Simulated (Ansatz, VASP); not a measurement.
MgS: VASP beside Ansatz

The input INCAR:

```
PREC = Accurate ; ENCUT = 520
EDIFF = 1E-6 ; ISMEAR = 0
SIGMA = 0.05 ; LREAL = False
LASPH = True ; NELM = 80
ALGO = Normal ; ISIF = 2
LWAVE = False ; LCHARG = False
GGA = PS ; NBANDS = 16
```

KPOINTS

```
regular mesh
0
Gamma
  6 6 4
```

Contents of POSCAR:

```
MgS
1.0
    4.3573921994      0.0000000000      0.0000000000
   -2.1786960997      3.7736123389      0.0000000000
    0.0000000000      0.0000000000      6.4322941800
Mg S
2 2
Direct
    0.6666666667      0.3333333333      0.4957548500
    0.3333333333      0.6666666667      0.9957548500
    0.3333333333      0.6666666667      0.3792441500
    0.6666666667      0.3333333333      0.8792441500
```

Input for Ansatz:

```yaml
crystal:
  lattice:
    - [4.3573921994, 0.0, 0.0]
    - [-2.1786960997, 3.7736123389, 0.0]
    - [0.0, 0.0, 6.43229418]
  atoms:
    - { symbol: Mg, position: [0.6666666667, 0.3333333333, 0.49575485] }
    - { symbol: Mg, position: [0.3333333333, 0.6666666667, 0.99575485] }
    - { symbol: S, position: [0.3333333333, 0.6666666667, 0.37924415] }
    - { symbol: S, position: [0.6666666667, 0.3333333333, 0.87924415] }
basis:
  ecutwfc: 420
kpoints:
  mp_grid: { grid: [6, 6, 4] }
hamiltonian:
  xc: pbesol
scf:
  occupations: { method: gaussian, width: 0.05 }
output:
  forces: true
  stress: true
  eigenvalues: true
```

Change from the starting cell: strain +0.080 along x and y, +0.000 along z, atoms carried along.

Alike in both runs: task single point; functional PBEsol; k mesh 6 × 6 × 4; occupations gaussian, width 0.05 eV; no spin polarisation.

|  | VASP | Ansatz |
| --- | --- | --- |
| version | VASP 6.6.1 | Ansatz 0.2.0 |
| potentials or method | VASP PAW PBE potentials, release 64 (Mg, S), cutoff 520 eV | scalar-relativistic, plane waves, PAW |
| valence electrons in the cell | 16 | 32 |

```tsv
	VASP	Ansatz	Ansatz less VASP
gap on the k mesh at the Fermi level (eV)	2.49	2.50	+0.004
least direct gap on the mesh (eV)	2.49	2.50	+0.004
pressure (GPa)	-6.5	-6.4	+0.11
traceless stress, the component that is largest in VASP (GPa)	3.14	3.13	-0.015
rms of the force components (eV/Å)	0.147	0.148	+0.0013
```

VASP's potentials were made for PBE, not for PBEsol. Atom by atom the forces differ by 0.001 eV/Å (rms over components). The functional is the same, so the differences come from potentials, cutoffs and numerics. VASP's potentials hold 16 valence electrons a cell and Ansatz's 32, so a difference there can come from the potentials and not from the codes.
